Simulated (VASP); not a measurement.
# Li in VASP: single point with r2SCAN

Aim: the single point of Li with r2SCAN.

Everything below comes from runs of VASP 6.6.1. Logs are shortened: lines on timing, memory, paths and dates and some standing lists are left out, and cuts for length are marked.

### 1 The cell of the first run

The cell holds a slab with vacuum, 4 atoms: a = 3.093 Å, b = 3.093 Å, c = 24.596 Å, α = 90.00°, β = 90.00°, γ = 120.00°.

### 2 Single point, r2SCAN

File POSCAR:

```
Li
1.0
    3.0926129057      0.0000000000      0.0000000000
   -1.5463064529      2.6782813404      0.0000000000
    0.0000000000      0.0000000000     24.5962151022
Li
4
Direct
    0.6666666667      0.3333333333      0.3455816257
    0.3333333333      0.6666666667      0.4485272086
    0.6666666667      0.3333333333      0.5531887321
    0.3333333333      0.6666666667      0.6523873452
```

File INCAR.step1:

```
PREC = Accurate
ENCUT = 520
ISMEAR = 0
SIGMA = 0.1
LREAL = F
LASPH = T
NELM = 60
LDIPOL = T
IDIPOL = 3
DIPOL = 0.5 0.5 0.500
NBANDS = 14
GGA = PE
ALGO = Normal
EDIFF = 1E-4
LWAVE = T
LCHARG = F
```

File INCAR.step2:

```
PREC = Accurate
ENCUT = 520
EDIFF = 1E-6
ISMEAR = 0
SIGMA = 0.1
LREAL = F
LASPH = T
NELM = 60
ALGO = Normal
ISIF = 2
LWAVE = F
LCHARG = F
LDIPOL = T
IDIPOL = 3
DIPOL = 0.5 0.5 0.500
METAGGA = R2SCAN
LMIXTAU = T
NBANDS = 14
ISTART = 1
```

File KPOINTS:

```
regular mesh
0
Gamma
  9 9 1
```

Potentials or basis: VASP PAW PBE potentials, release 64 (Li_sv).

On the command line:

```bash
$ cat potpaw_PBE.64/Li_sv/POTCAR > POTCAR
$ cp INCAR.step1 INCAR
$ mpirun -np 1 vasp_std > vasp.out
$ cp INCAR.step2 INCAR
$ mpirun -np 1 vasp_std > vasp.out
```

OUTCAR:

```text
PREC = Accurate
   ENCUT = 520
   EDIFF = 1E-6
   ISMEAR = 0
   LREAL = F
   LASPH = T
   NELM = 60
   ISIF = 2
   METAGGA = R2SCAN
   ISTART = 1

 ion  position               nearest neighbor table
   1  0.667  0.333  0.346-
   2  0.333  0.667  0.449-
   3  0.667  0.333  0.553-
   4  0.333  0.667  0.652-

  LATTYP: Found a hexagonal cell.
 ALAT       =     3.0926129057
 C/A-ratio  =     7.9532149196

  Lattice vectors:

 A1 = (   3.0926129057,   0.0000000000,   0.0000000000)
 A2 = (  -1.5463064529,   2.6782813404,   0.0000000000)
 A3 = (   0.0000000000,   0.0000000000,  24.5962151022)

Analysis of symmetry for initial positions (statically):
=====================================================================
 Subroutine PRICEL returns:
 Original cell was already a primitive cell.

 Routine SETGRP: Setting up the symmetry group for a
 hexagonal supercell.

 Subroutine GETGRP returns: Found  6 space group operations
 (whereof  6 operations were pure point group operations)
 out of a pool of 24 trial point group operations.

The static configuration has the point symmetry C_3v.

Analysis of symmetry for dynamics (positions and initial velocities):
=====================================================================
 Subroutine PRICEL returns:
 Original cell was already a primitive cell.

 Routine SETGRP: Setting up the symmetry group for a
 hexagonal supercell.

 Subroutine GETGRP returns: Found  6 space group operations
 (whereof  6 operations were pure point group operations)
 out of a pool of 24 trial point group operations.

The dynamic configuration has the point symmetry C_3v.

 Subroutine INISYM returns: Found  6 space group operations
 (whereof  6 operations are pure point group operations),
 and found     1 'primitive' translations

----------------------------------------------------------------------------------------

                                     Primitive cell

  volume of cell :     203.7277

  direct lattice vectors                    reciprocal lattice vectors
     3.092612906  0.000000000  0.000000000     0.323351170  0.186686885  0.000000000
    -1.546306453  2.678281340  0.000000000     0.000000000  0.373373770  0.000000000
     0.000000000  0.000000000 24.596215102     0.000000000  0.000000000  0.040656662

  length of vectors
     3.092612906  3.092612906 24.596215102     0.373373770  0.373373770  0.040656662

  position of ions in fractional coordinates (direct lattice)
     0.666666667  0.333333333  0.345581626
     0.333333333  0.666666667  0.448527209
     0.666666667  0.333333333  0.553188732
     0.333333333  0.666666667  0.652387345

  ion indices of the primitive-cell ions
   primitive index   ion index
                 1           1
                 2           2
                 3           3
                 4           4

----------------------------------------------------------------------------------------

 KPOINTS: regular mesh

Automatic generation of k-mesh.
 Grid dimensions read from file:
 generate k-points for:    9    9    1

 Generating k-lattice:

  Cartesian coordinates                     Fractional coordinates (reciprocal lattice)
     0.035927908  0.020742987  0.000000000     0.111111111 -0.000000000  0.000000000
     0.000000000  0.041485974  0.000000000     0.000000000  0.111111111  0.000000000
     0.000000000  0.000000000  0.040656662     0.000000000  0.000000000  1.000000000

  Length of vectors
     0.041485974  0.041485974  0.040656662

  Shift w.r.t. Gamma in fractional coordinates (k-lattice)
     0.000000000  0.000000000  0.000000000

 Subroutine IBZKPT returns following result:
 ===========================================

 Found     12 irreducible k-points:

 Following reciprocal coordinates:
            Coordinates               Weight
  0.000000  0.000000  0.000000      1.000000
  0.111111 -0.000000  0.000000      6.000000
  0.222222  0.000000  0.000000      6.000000
  0.333333  0.000000  0.000000      6.000000
  0.444444  0.000000  0.000000      6.000000
  0.111111  0.111111  0.000000      6.000000
  0.222222  0.111111  0.000000     12.000000
  0.333333  0.111111  0.000000     12.000000
  0.444444  0.111111  0.000000      6.000000
  0.222222  0.222222  0.000000      6.000000
  0.333333  0.222222  0.000000     12.000000
  0.333333  0.333333  0.000000      2.000000
   k-points           NKPTS =     12   k-points in BZ     NKDIM =     12   number of bands    NBANDS=     14
   number of dos      NEDOS =    301   number of ions     NIONS =      4
   total plane-waves  NPLWV = 110592
   dimension x,y,z NGX =    24 NGY =   24 NGZ =  192
   dimension x,y,z NGXF=    48 NGYF=   48 NGZF=  384
   ions per type =               4
   NGX,Y,Z   is equivalent  to a cutoff of  12.90, 12.90, 12.98 a.u.
   NGXF,Y,Z  is equivalent  to a cutoff of  25.80, 25.80, 25.95 a.u.
 SYSTEM =  unknown system
   PREC   = accura    normal or accurate (medium, high low for compatibility)
   ISTART =      1    job   : 0-new  1-cont  2-samecut
   ICHARG =      0    charge: 1-file 2-atom 10-const
   ISPIN  =      1    spin polarized calculation?
   LNONCOLLINEAR =      F non collinear calculations
   LSORBIT =      F    spin-orbit coupling
   LASPH  =      T    aspherical Exc in radial PAW
   ENCUT  =  520.0 eV  38.22 Ry    6.18 a.u.   5.75  5.75 45.73*2*pi/ulx,y,z
   NELM   =     60;   NELMIN=  2; NELMDL=  0     # of ELM steps
   EDIFF  = 0.1E-05   stopping-criterion for ELM
   LREAL  =      F    real-space projection
   EDIFFG = 0.1E-04   stopping-criterion for IOM
   NSW    =      0    number of steps for IOM
   IBRION =     -1    ionic relax: 0-MD 1-quasi-New 2-CG
   NFREE  =      0    steps in history (QN), initial steepest desc. (CG)
   ISIF   =      2    stress and relaxation
   ISYM   =      2    0-nonsym 1-usesym 2-fastsym
   POTIM  = 0.5000    time-step for ionic-motion
   TEBEG  =    0.0;   TEEND  =   0.0 temperature during run
   PSTRESS=    0.0 pullay stress
   NELECT =      12.0000    total number of electrons
   NUPDOWN=      -1.0000    fix difference up-down
   EMIN   =  10.00;   EMAX   =-10.00  energy-range for DOS
   EFERMI =   0.00;   METHOD = LEGACY
   ISMEAR =     0;   SIGMA  =   0.10  broadening in eV -4-tet -1-fermi 0-gaus
   EFERMI_NEDOS =   21; number of points for ismear=-14 and -15
   IALGO  =     38    algorithm
   IMIX   =      4    mixing-type and parameters
     AMIX     =   0.40;   BMIX     =  1.00
     AMIX_MAG =   1.60;   BMIX_MAG =  1.00
  volume/ion in A,a.u.               =      50.93       343.71
  Fermi-wavevector in a.u.,A,eV,Ry     =   0.636969  1.203698  5.520292  0.405730
  Thomas-Fermi vector in A             =   1.701818
   LORBIT       =      0    0 simple, 1 ext, 2 COOP (PROOUT), +10 PAW based schemes
   METAGGA = R2SCAN    functional components
   LHFCALC =     F    Hartree Fock is set to
   AEXX    =    0.0000 exact exchange contribution
   IVDW    =     0    specifies the selected vdW correction
   LEPSILON=     F    determine dielectric tensor
   LRPA    =     F    only Hartree local field effects (RPA)
 non-spin polarized calculation
 Gauss-broadening in eV      SIGMA  =   0.10
  energy-cutoff  :      520.00
  volume of cell :      203.73
 maximum number of plane-waves:      5506
 NGX is ok and might be reduce to    24
   NGX = 11   NGY = 11   NGZ = 91

 dipolmoment           0.000000      0.000000      0.008147 electrons x Angstroem

 number of electron      11.9999979 magnetization

 dipolmoment           0.000000      0.000000     -0.002419 electrons x Angstroem

 Free energy of the ion-electron system (eV)
  ---------------------------------------------------
  ext. energy  EPLUGINS =         0.00000000
  ---------------------------------------------------
  free energy    TOTEN  =        -9.01372818 eV

  energy without entropy =       -9.00693804  energy(sigma->0) =       -9.01033311

 E-fermi :  -1.5279     XC(G=0):  -3.6280

 val. band max:       -1.6381638948   @ k =   0.3333   0.0000   0.0000
 cond. band min:      -1.4919073536   @ k =   0.4444   0.0000   0.0000
 fundamental gap:      0.1462565412
 Fermi energy:        -1.5278554056

 k-point     1 :       0.0000    0.0000    0.0000
  band No.  band energies     occupation
      1     -50.1221      2.00000
      2     -50.0961      2.00000
      3     -49.8723      2.00000
      4     -49.8552      2.00000
      5      -5.2482      2.00000
      6      -4.6384      2.00000
      7      -3.5221      2.00000
      8      -2.1211      2.00000
      9      -1.4446      0.23901
     10       1.4680      0.00000
     11       1.5499      0.00000
     12       2.6179      0.00000
     13       2.7620      0.00000
     14       4.4147      0.00000

 k-point     2 :       0.1111   -0.0000    0.0000
  band No.  band energies     occupation
      1     -50.1208      2.00000
      2     -50.0948      2.00000
      3     -49.8710      2.00000
      4     -49.8540      2.00000
      5      -5.0379      2.00000
      6      -4.4266      2.00000
      7      -3.3026      2.00000
      8      -1.8824      2.00000
      9      -1.1689      0.00000
     10       1.6787      0.00000
     11       1.8032      0.00000
     12       2.8622      0.00000
     13       2.9539      0.00000
     14       4.6436      0.00000

 k-point     3 :       0.2222    0.0000    0.0000
  band No.  band energies     occupation
      1     -50.1176      2.00000
      2     -50.0916      2.00000
      3     -49.8675      2.00000
      4     -49.8509      2.00000
      5      -4.4067      2.00000
      6      -3.7946      2.00000
      7      -2.6545      2.00000
      8      -1.1872      0.00000
      9      -0.3430      0.00000
     10       2.2523      0.00000
     11       2.5589      0.00000
     12       3.5119      0.00000
     13       3.5808      0.00000
     14       5.2840      0.00000

 k-point     4 :       0.3333    0.0000    0.0000
  band No.  band energies     occupation
      1     -50.1139      2.00000
      2     -50.0879      2.00000
      3     -49.8636      2.00000
      4     -49.8475      2.00000
      5      -3.3652      2.00000
      6      -2.7650      2.00000
      7      -1.6382      1.88124
      8      -0.1881      0.00000
      9       1.0241      0.00000
     10       2.5813      0.00000
     11       3.5718      0.00000
     12       4.0906      0.00000
     13       4.2353      0.00000
     14       4.9297      0.00000

 k-point     5 :       0.4444    0.0000    0.0000
  band No.  band energies     occupation
      1     -50.1115      2.00000
      2     -50.0854      2.00000
      3     -49.8611      2.00000
      4     -49.8453      2.00000
      5      -2.0121      2.00000
      6      -1.4919      0.61119
      7      -0.6603      0.00000
      8      -0.1262      0.00000
      9       2.1934      0.00000
     10       2.5686      0.00000
     11       2.7731      0.00000
[... 72 lines left out ...]
 k-point    10 :       0.2222    0.2222    0.0000
  band No.  band energies     occupation
      1     -50.1123      2.00000
      2     -50.0862      2.00000
      3     -49.8619      2.00000
      4     -49.8460      2.00000
      5      -2.7223      2.00000
      6      -2.1281      2.00000
      7      -1.0078      0.00000
      8       0.4268      0.00000
      9       1.8392      0.00000
     10       3.3110      0.00000
     11       3.4830      0.00000
     12       3.9603      0.00000
     13       4.3826      0.00000
     14       4.6611      0.00000

 k-point    11 :       0.3333    0.2222    0.0000
  band No.  band energies     occupation
      1     -50.1104      2.00000
      2     -50.0843      2.00000
      3     -49.8599      2.00000
      4     -49.8442      2.00000
      5      -1.3072      0.00180
      6      -0.7723      0.00000
      7       0.0894      0.00000
      8       0.6031      0.00000
      9       2.0856      0.00000
     10       2.2706      0.00000
     11       2.7726      0.00000
     12       3.5786      0.00000
     13       3.7481      0.00000
     14       4.9294      0.00000

 k-point    12 :       0.3333    0.3333    0.0000
  band No.  band energies     occupation
      1     -50.1098      2.00000
      2     -50.0837      2.00000
      3     -49.8592      2.00000
      4     -49.8436      2.00000
      5      -0.0507      0.00000
      6       0.6443      0.00000
      7       0.6684      0.00000
      8       0.7171      0.00000
      9       0.8741      0.00000
     10       0.9347      0.00000
     11       2.0006      0.00000
     12       3.6848      0.00000
     13       4.9909      0.00000
     14       5.0284      0.00000

------------------------ aborting loop because EDIFF is reached ----------------------------------------

 vacuum level on the upper side and lower side of the slab       (xc-potential included)        -0.053         0.003

  FORCE on cell =-STRESS in cart. coord.  units (eV):
  Direction    XX          YY          ZZ          XY          YZ          ZX
  --------------------------------------------------------------------------------------
  -------------------------------------------------------------------------------------
  Total       -0.0169210     -0.0169210     -0.3204843      0.0000000      0.0000000      0.0000000
  in kB       -0.1330719     -0.1330719     -2.5203871      0.0000000      0.0000000      0.0000000
  external PRESSURE =      -0.9288437 kB  Pullay stress =       0.0000000 kB

 VOLUME and BASIS-vectors are now :
 -----------------------------------------------------------------------------
  energy-cutoff  :      520.00
  volume of cell :      203.73
      direct lattice vectors                 reciprocal lattice vectors
     3.092612906  0.000000000  0.000000000     0.323351170  0.186686885  0.000000000
    -1.546306453  2.678281340  0.000000000     0.000000000  0.373373770  0.000000000
     0.000000000  0.000000000 24.596215102     0.000000000  0.000000000  0.040656662

 POSITION                                       TOTAL-FORCE (eV/Angst)
 -----------------------------------------------------------------------------------
      1.54631      0.89276      8.50000        -0.000000     -0.000000      0.096235
     -0.00000      1.78552     11.03207        -0.000000     -0.000000     -0.132963
      1.54631      0.89276     13.60635         0.000000     -0.000000     -0.044622
     -0.00000      1.78552     16.04626         0.000000      0.000000      0.081350
 -----------------------------------------------------------------------------------
    total drift:                               -0.000000     -0.000000      0.077420

  FREE ENERGIE OF THE ION-ELECTRON SYSTEM (eV)
  ---------------------------------------------------
  free  energy   TOTEN  =        -9.0137281779 eV

  energy  without entropy=       -9.0069380375  energy(sigma->0) =       -9.01033311

 vacuum level on the upper side and lower side of the slab         1.691         1.754
```

Run time: 2.7 min. Hardware: 1 thread of Intel Xeon 6975P-C (Granite Rapids), shared host; peak memory 0.35 GiB.

Results:

```
Free energy            : -9.0137 eV
Largest force          : 0.133 eV/Å
Band gap on the k mesh : zero (band 6 reaches 0.64 eV, above the bottom of band 7 at -3.52 eV)
```

Forces on the atoms (eV/Å):
```
Li   0.000  0.000  0.096
Li   0.000  0.000 -0.133
Li   0.000  0.000 -0.045
Li   0.000  0.000  0.081
```

Caveat: the cutoff is under 1.25 times the usual one of these potentials, so pressure, stress and relaxed cells hold a basis-set (Pulay) error; the PAW data sets were made with another functional, which shifts forces and pressure a little.
